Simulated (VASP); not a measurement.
# Zn (Im-3m) in VASP: further runs, part 2 of 2

VASP 6.6.1. The steps go on from the part before.

### 3 Single point, r2SCAN

This run uses another cell than the first one, of 11.71 Å³/atom.

POSCAR reads:

```
Zn
1.0
   -1.4306093183      1.4306093183      1.4306093183
    1.4306093183     -1.4306093183      1.4306093183
    1.4306093183      1.4306093183     -1.4306093183
Zn
1
Direct
    0.0000000000      0.0000000000      0.0000000000
```

INCAR.step1 reads:

```
SYSTEM = Zn
ALGO     = Normal         ! electronic algorithm
EDIFF    = 1E-5           ! SCF threshold, eV
ENCUT    = 550            ! plane-wave cutoff, eV
GGA      = PE             ! functional
GGA_COMPAT= .FALSE.      
ISMEAR   = -1             ! smearing method
LASPH    = .TRUE.         ! aspherical terms in the spheres
LCHARG   = .FALSE.        ! write CHGCAR
LREAL    = .FALSE.        ! projectors in reciprocal space
LWAVE    = .TRUE.         ! write WAVECAR
NBANDS   = 12             ! bands
NELM     = 120            ! most SCF steps
PREC     = Accurate       ! precision mode
SIGMA    = 0.1            ! smearing width, eV
```

INCAR.step2 reads:

```
SYSTEM = Zn
ALGO     = Normal         ! electronic algorithm
EDIFF    = 1E-6           ! SCF threshold, eV
ENCUT    = 550            ! plane-wave cutoff, eV
GGA_COMPAT= .FALSE.      
ISIF     = 2              ! what is computed and relaxed
ISMEAR   = -1             ! smearing method
ISTART   = 1            
LASPH    = .TRUE.         ! aspherical terms in the spheres
LCHARG   = .FALSE.        ! write CHGCAR
LMIXTAU  = .TRUE.       
LREAL    = .FALSE.        ! projectors in reciprocal space
LWAVE    = .FALSE.        ! write WAVECAR
METAGGA  = R2SCAN         ! meta-GGA
NBANDS   = 12             ! bands
NELM     = 120            ! most SCF steps
PREC     = Accurate       ! precision mode
SIGMA    = 0.1            ! smearing width, eV
```

KPOINTS reads:

```
k-points
0
G
  19 19 19
  0 0 0
```

Potentials or basis: VASP PAW PBE potentials, release 64 (Zn).

On the command line:

```
> cat potpaw_PBE.64/Zn/POTCAR > POTCAR
> cp INCAR.step1 INCAR
> mpirun -np 1 vasp_std > vasp.out
> cp INCAR.step2 INCAR
> mpirun -np 1 vasp_std > vasp.out
```

OUTCAR:

```text
SYSTEM = Zn
   EDIFF = 1E-6
   ENCUT = 550
   ISIF = 2
   ISMEAR = -1
   ISTART = 1
   LASPH = .TRUE.
   LREAL = .FALSE.
   METAGGA = R2SCAN
   NELM = 120
   PREC = Accurate

 ion  position               nearest neighbor table
   1  0.000  0.000  0.000-

  LATTYP: Found a body centered cubic cell.
 ALAT       =     2.8612186366

  Lattice vectors:

 A1 = (  -1.4306093183,   1.4306093183,   1.4306093183)
 A2 = (   1.4306093183,  -1.4306093183,   1.4306093183)
 A3 = (   1.4306093183,   1.4306093183,  -1.4306093183)

Analysis of symmetry for initial positions (statically):
=====================================================================
 Subroutine PRICEL returns:
 Original cell was already a primitive cell.

 Routine SETGRP: Setting up the symmetry group for a
 body centered cubic supercell.

 Subroutine GETGRP returns: Found 48 space group operations
 (whereof 48 operations were pure point group operations)
 out of a pool of 48 trial point group operations.

The static configuration has the point symmetry O_h .

Analysis of symmetry for dynamics (positions and initial velocities):
=====================================================================
 Subroutine PRICEL returns:
 Original cell was already a primitive cell.

 Routine SETGRP: Setting up the symmetry group for a
 body centered cubic supercell.

 Subroutine GETGRP returns: Found 48 space group operations
 (whereof 48 operations were pure point group operations)
 out of a pool of 48 trial point group operations.

The dynamic configuration has the point symmetry O_h .

 Subroutine INISYM returns: Found 48 space group operations
 (whereof 48 operations are pure point group operations),
 and found     1 'primitive' translations

----------------------------------------------------------------------------------------

                                     Primitive cell

  volume of cell :      11.7118

  direct lattice vectors                    reciprocal lattice vectors
    -1.430609318  1.430609318  1.430609318     0.000000000  0.349501428  0.349501428
     1.430609318 -1.430609318  1.430609318     0.349501428  0.000000000  0.349501428
     1.430609318  1.430609318 -1.430609318     0.349501428  0.349501428  0.000000000

  length of vectors
     2.477888025  2.477888025  2.477888025     0.494269660  0.494269660  0.494269660

  position of ions in fractional coordinates (direct lattice)
     0.000000000  0.000000000  0.000000000

  ion indices of the primitive-cell ions
   primitive index   ion index
                 1           1

----------------------------------------------------------------------------------------

 KPOINTS: k-points

Automatic generation of k-mesh.
 Grid dimensions read from file:
 generate k-points for:   19   19   19

 Generating k-lattice:

  Cartesian coordinates                     Fractional coordinates (reciprocal lattice)
     0.000000000  0.018394812  0.018394812     0.052631579  0.000000000  0.000000000
     0.018394812  0.000000000  0.018394812     0.000000000  0.052631579  0.000000000
     0.018394812  0.018394812  0.000000000     0.000000000  0.000000000  0.052631579

  Length of vectors
     0.026014193  0.026014193  0.026014193

  Shift w.r.t. Gamma in fractional coordinates (k-lattice)
     0.000000000  0.000000000  0.000000000

 Subroutine IBZKPT returns following result:
 ===========================================

 Found    220 irreducible k-points:

 Following reciprocal coordinates:
            Coordinates               Weight
  0.000000  0.000000  0.000000      1.000000
  0.052632  0.000000  0.000000     12.000000
  0.105263  0.000000  0.000000     12.000000
  0.157895  0.000000  0.000000     12.000000
  0.210526  0.000000  0.000000     12.000000
  0.263158  0.000000  0.000000     12.000000
[... 16 lines left out ...]
  0.263158  0.105263  0.000000     48.000000
  0.315789  0.105263 -0.000000     48.000000
 [... further k-points ...]
   k-points           NKPTS =    220   k-points in BZ     NKDIM =    220   number of bands    NBANDS=     12
   number of dos      NEDOS =    301   number of ions     NIONS =      1
   total plane-waves  NPLWV =   8000
   dimension x,y,z NGX =    20 NGY =   20 NGZ =   20
   dimension x,y,z NGXF=    40 NGYF=   40 NGZF=   40
   ions per type =               1
   NGX,Y,Z   is equivalent  to a cutoff of  13.42, 13.42, 13.42 a.u.
   NGXF,Y,Z  is equivalent  to a cutoff of  26.84, 26.84, 26.84 a.u.
 SYSTEM =  Zn
   PREC   = accura    normal or accurate (medium, high low for compatibility)
   ISTART =      1    job   : 0-new  1-cont  2-samecut
   ICHARG =      0    charge: 1-file 2-atom 10-const
   ISPIN  =      1    spin polarized calculation?
   LNONCOLLINEAR =      F non collinear calculations
   LSORBIT =      F    spin-orbit coupling
   LASPH  =      T    aspherical Exc in radial PAW
   ENCUT  =  550.0 eV  40.42 Ry    6.36 a.u.   4.74  4.74  4.74*2*pi/ulx,y,z
   NELM   =    120;   NELMIN=  2; NELMDL=  0     # of ELM steps
   EDIFF  = 0.1E-05   stopping-criterion for ELM
   LREAL  =      F    real-space projection
   EDIFFG = 0.1E-04   stopping-criterion for IOM
   NSW    =      0    number of steps for IOM
   IBRION =     -1    ionic relax: 0-MD 1-quasi-New 2-CG
   NFREE  =      0    steps in history (QN), initial steepest desc. (CG)
   ISIF   =      2    stress and relaxation
   ISYM   =      2    0-nonsym 1-usesym 2-fastsym
   POTIM  = 0.5000    time-step for ionic-motion
   TEBEG  =    0.0;   TEEND  =   0.0 temperature during run
   PSTRESS=    0.0 pullay stress
   NELECT =      12.0000    total number of electrons
   NUPDOWN=      -1.0000    fix difference up-down
   EMIN   =  10.00;   EMAX   =-10.00  energy-range for DOS
   EFERMI =   0.00;   METHOD = LEGACY
   ISMEAR =    -1;   SIGMA  =   0.10  broadening in eV -4-tet -1-fermi 0-gaus
   EFERMI_NEDOS =   21; number of points for ismear=-14 and -15
   IALGO  =     38    algorithm
   IMIX   =      4    mixing-type and parameters
     AMIX     =   0.40;   BMIX     =  1.00
     AMIX_MAG =   1.60;   BMIX_MAG =  1.00
  volume/ion in A,a.u.               =      11.71        79.04
  Fermi-wavevector in a.u.,A,eV,Ry     =   1.650419  3.118840 37.060674  2.723883
  Thomas-Fermi vector in A             =   2.739372
   LORBIT       =      0    0 simple, 1 ext, 2 COOP (PROOUT), +10 PAW based schemes
   METAGGA = R2SCAN    functional components
   LHFCALC =     F    Hartree Fock is set to
   AEXX    =    0.0000 exact exchange contribution
   IVDW    =     0    specifies the selected vdW correction
   LEPSILON=     F    determine dielectric tensor
   LRPA    =     F    only Hartree local field effects (RPA)
 non-spin polarized calculation
  energy-cutoff  :      550.00
  volume of cell :       11.71
 maximum number of plane-waves:       370
   NGX =  9   NGY =  9   NGZ =  9

 number of electron      11.9999983 magnetization

 Free energy of the ion-electron system (eV)
  ---------------------------------------------------
  ext. energy  EPLUGINS =         0.00000000
  ---------------------------------------------------
  free energy    TOTEN  =        -8.58755882 eV

  energy without entropy =       -8.57809303  energy(sigma->0) =       -8.58282592

 E-fermi :   5.6245     XC(G=0): -14.3430

 val. band max:        5.6030152033   @ k =  -0.4211  -0.4737   0.0526
 cond. band min:       5.6341868195   @ k =  -0.4737  -0.4737   0.2632
 fundamental gap:      0.0311716161
 Fermi energy:         5.6244553813

 k-point     1 :       0.0000    0.0000    0.0000
  band No.  band energies     occupation
      1      -8.1554      2.00000
      2      -3.8109      2.00000
      3      -3.8109      2.00000
      4      -3.8109      2.00000
      5      -3.0056      2.00000
      6      -3.0056      2.00000
      7      29.4931      0.00000
      8      29.4931      0.00000
      9      29.4931      0.00000
     10      30.7659      0.00000
     11      30.7659      0.00000
     12      30.7659      0.00000

 k-point     2 :       0.0526    0.0000    0.0000
  band No.  band energies     occupation
      1      -8.0442      2.00000
      2      -3.8255      2.00000
      3      -3.8094      2.00000
      4      -3.7775      2.00000
      5      -3.0197      2.00000
      6      -3.0047      2.00000
      7      27.4397      0.00000
      8      28.8619      0.00000
      9      28.8752      0.00000
     10      29.4220      0.00000
     11      29.9452      0.00000
     12      30.3259      0.00000
[... 316 lines left out ...]
 k-point    24 :       0.3158    0.1053   -0.0000
  band No.  band energies     occupation
      1      -4.8939      2.00000
      2      -4.2288      2.00000
      3      -3.2472      2.00000
      4      -3.0829      2.00000
      5      -2.8502      2.00000
      6      -1.2063      2.00000
      7       9.5411      0.00000
      8      17.2103      0.00000
      9      20.6997      0.00000
     10      26.1721      0.00000
     11      30.0409      0.00000
     12      33.7579      0.00000

 [... further k-points ...]
[... 5 lines left out ...]
  --------------------------------------------------------------------------------------
  -------------------------------------------------------------------------------------
  Total        2.2604450      2.2604450      2.2604450      0.0000000      0.0000000      0.0000000
  in kB      309.2298290    309.2298290    309.2298290      0.0000000      0.0000000      0.0000000
  external PRESSURE =     309.2298290 kB  Pullay stress =       0.0000000 kB

 VOLUME and BASIS-vectors are now :
 -----------------------------------------------------------------------------
  energy-cutoff  :      550.00
  volume of cell :       11.71
      direct lattice vectors                 reciprocal lattice vectors
    -1.430609318  1.430609318  1.430609318     0.000000000  0.349501428  0.349501428
     1.430609318 -1.430609318  1.430609318     0.349501428  0.000000000  0.349501428
     1.430609318  1.430609318 -1.430609318     0.349501428  0.349501428  0.000000000

 POSITION                                       TOTAL-FORCE (eV/Angst)
 -----------------------------------------------------------------------------------
      0.00000      0.00000      0.00000        -0.000000     -0.000000      0.000000
 -----------------------------------------------------------------------------------
    total drift:                                0.000000      0.000000      0.000000

  FREE ENERGIE OF THE ION-ELECTRON SYSTEM (eV)
  ---------------------------------------------------
  free  energy   TOTEN  =        -8.5875588154 eV

  energy  without entropy=       -8.5780930345  energy(sigma->0) =       -8.58282592
```

Run time: 66 s. Hardware: 1 thread of Intel Xeon Platinum 8559C (Emerald Rapids), shared host; peak memory 0.15 GiB.

What came out:

```yaml
Free_energy: -8.5876 eV
Pressure: 30.9 GPa
Band_gap_on_the_k_mesh: zero (bands 6 and 7 overlap by 4.75 eV)
```

Caveat: the cell stands under pressure; the PAW data sets were made with another functional, which shifts forces and pressure a little.

### 4 Single point, r2SCAN

This run uses another cell than the first one, of 12.71 Å³/atom.

POSCAR reads:

```
Zn
1.0
   -1.4699804958      1.4699804958      1.4699804958
    1.4699804958     -1.4699804958      1.4699804958
    1.4699804958      1.4699804958     -1.4699804958
Zn
1
Direct
    0.0000000000      0.0000000000      0.0000000000
```

INCAR.step1 reads:

```
  PREC = Accurate
  ENCUT = 550
  ISMEAR = -1
  SIGMA = 0.1
  LREAL = F
  LASPH = T
  NELM = 120
  NBANDS = 12
  GGA = PE
  ALGO = Normal
  EDIFF = 1E-5
  LWAVE = T
  LCHARG = F
  GGA_COMPAT = F
```

INCAR.step2 reads:

```
  PREC = Accurate
  ENCUT = 550
  EDIFF = 1E-6
  ISMEAR = -1
  SIGMA = 0.1
  LREAL = F
  LASPH = T
  NELM = 120
  ALGO = Normal
  ISIF = 2
  LWAVE = F
  LCHARG = F
  METAGGA = R2SCAN
  LMIXTAU = T
  NBANDS = 12
  ISTART = 1
  GGA_COMPAT = F
```

KPOINTS reads:

```
Automatic mesh
0
Gamma
  19 19 19
```

On the command line:

```
> cat potpaw_PBE.64/Zn/POTCAR > POTCAR
> cp INCAR.step1 INCAR
> mpirun -np 1 vasp_std > vasp.out
> cp INCAR.step2 INCAR
> mpirun -np 1 vasp_std > vasp.out
```

It took 66 s on 1 thread of Intel Xeon Platinum 8559C (Emerald Rapids), shared host; peak memory 0.15 GiB.

The run converged. Its results:

* Free energy: -8.7285 eV
* Pressure: 15.6 GPa
* Band gap on the k mesh: zero (bands 6 and 7 overlap by 4.80 eV)

Levels at points of the mesh, in eV from the Fermi level:
```tsv
k point	band 2	band 3	band 4	band 5	band 6	band 7	band 8	band 9	band 10	band 11
(0.00, 0.00, 0.00)	-9.00	-9.00	-9.00	-8.30	-8.30	23.20	23.20	23.20	23.53	23.53
```

Caveat: the cell stands under pressure; the PAW data sets were made with another functional, which shifts forces and pressure a little.

### 5 Single point, r2SCAN

This run uses another cell than the first one, of 14.46 Å³/atom.

POSCAR reads:

```
Zn
1.0
   -1.5345877876      1.5345877876      1.5345877876
    1.5345877876     -1.5345877876      1.5345877876
    1.5345877876      1.5345877876     -1.5345877876
Zn
1
Direct
    0.0000000000      0.0000000000      0.0000000000
```

INCAR.step1 reads:

```
PREC = Accurate
ENCUT = 550
ISMEAR = -1
SIGMA = 0.1
LREAL = F
LASPH = T
NELM = 120
NBANDS = 12
GGA = PE
ALGO = Normal
EDIFF = 1E-5
LWAVE = T
LCHARG = F
GGA_COMPAT = F
```

INCAR.step2 reads:

```
PREC = Accurate
ENCUT = 550
EDIFF = 1E-6
ISMEAR = -1
SIGMA = 0.1
LREAL = F
LASPH = T
NELM = 120
ALGO = Normal
ISIF = 2
LWAVE = F
LCHARG = F
METAGGA = R2SCAN
LMIXTAU = T
NBANDS = 12
ISTART = 1
GGA_COMPAT = F
```

KPOINTS reads:

```
regular mesh
0
Gamma
  19 19 19
```

On the command line:

```
> cat potpaw_PBE.64/Zn/POTCAR > POTCAR
> cp INCAR.step1 INCAR
> mpirun -np 1 vasp_std > vasp.out
> cp INCAR.step2 INCAR
> mpirun -np 1 vasp_std > vasp.out
```

It took 69 s on 1 thread of Intel Xeon Platinum 8559C (Emerald Rapids), shared host; peak memory 0.15 GiB.

The run converged. Its results:

```yaml
Free_energy: -8.8030 eV
Pressure: 0.4 GPa
Band_gap_on_the_k_mesh: zero (bands 6 and 7 overlap by 4.86 eV)
```

Levels at points of the mesh, in eV from the Fermi level:
```
           k point  band 3  band 4  band 5  band 6  band 7  band 8  band 9  band 10
(0.00, 0.00, 0.00)   -8.43   -8.43   -7.87   -7.87   21.16   21.16   21.16    22.14
```

Caveat: the PAW data sets were made with another functional, which shifts forces and pressure a little.

### 6 The runs side by side

```csv
cell,gap on the mesh (eV),pressure (GPa)
"a = 2.478 Å, angles 109.5°, 1 atom",none,30.9
"a = 2.546 Å, angles 109.5°, 1 atom",none,15.6
"a = 2.658 Å, angles 109.5°, 1 atom",none,0.4
```

Alike in all rows: task single point; level r2SCAN; potentials or basis VASP PAW PBE potentials, release 64 (Zn); no spin polarisation; k mesh 19 × 19 × 19; cutoff (eV) 550; smearing fermi-dirac 0.1 eV.

Caveats: the PAW data sets were made with another functional, which shifts forces and pressure a little; the cell stands under pressure (at least some runs).

Total energies depend on the potentials used, so only differences within one code and one set of settings carry meaning.
